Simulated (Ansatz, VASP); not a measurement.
**One calculation of Cu, two programs**

INCAR

```
  PREC = Accurate
  ENCUT = 520
  EDIFF = 1E-6
  ISMEAR = -1
  SIGMA = 0.1
  LREAL = F
  LASPH = T
  NELM = 60
  ALGO = Normal
  ISIF = 2
  LWAVE = F
  LCHARG = F
  GGA = B5
  ALDAX = 1.0
  AGGAX = 1.0
  AGGAC = 1.0
  ALDAC = 0.0
  NBANDS = 24
```

KPOINTS

```
Automatic mesh
0
Gamma
  10 10 14
```

The input POSCAR:

```
Cu
1.0
    4.0353638031      0.0000000000      0.0000000000
   -2.0176819015      3.4947275670      0.0000000000
    0.0000000000      0.0000000000      2.4228037405
Cu
3
Direct
    1.0000000000      1.0000000000      0.0000000000
    0.3333333333      0.6666666667      0.5000000000
    0.6666666667      0.3333333333      0.5000000000
```

Input for Ansatz:

```yaml
crystal:
  lattice:
    - [4.0353638031, 0.0, 0.0]
    - [-2.0176819015, 3.494727567, 0.0]
    - [0.0, 0.0, 2.4228037405]
  atoms:
    - { symbol: Cu, position: [1.0, 1.0, 0.0] }
    - { symbol: Cu, position: [0.3333333333, 0.6666666667, 0.5] }
    - { symbol: Cu, position: [0.6666666667, 0.3333333333, 0.5] }
hamiltonian:
  xc: blyp
  pseudopotentials:
    kind: paw
    azcp:
      Cu: "pseudopotentials/Cu.paw.azcp"
basis:
  ecutwfc: 420
  fft_grid_basis: typed
kpoints:
  mp_grid: { grid: [10, 10, 14], shift: [0, 0, 0] }
magnetization:
  spin_polarized: false
scf:
  occupations: { method: fermi_dirac, width: 0.1 }
  lower_state_search: "off"
output:
  stress: true
```

Alike in both runs: task single point; functional BLYP; k mesh 10 × 10 × 14; occupations fermi-dirac, width 0.1 eV; no spin polarisation.

|  | VASP | Ansatz |
| --- | --- | --- |
| version | VASP 6.6.1 | Ansatz 0.2.0 |
| potentials or method | VASP PAW PBE potentials, release 64 (Cu), cutoff 520 eV | plane waves (420 eV) with PAW, scalar-relativistic |
| valence electrons in the cell | 33 | 57 |

|  | VASP | Ansatz | Ansatz less VASP |
| --- | --- | --- | --- |
| pressure (GPa) | 20.1 | 19.4 | -0.69 |
| traceless stress, the component that is largest in VASP (GPa) | -0.61 | -0.55 | +0.062 |

VASP's potentials were made for PBE, not for BLYP. VASP's potentials hold 33 valence electrons a cell and Ansatz's 57, so a difference there can come from the potentials and not from the codes.
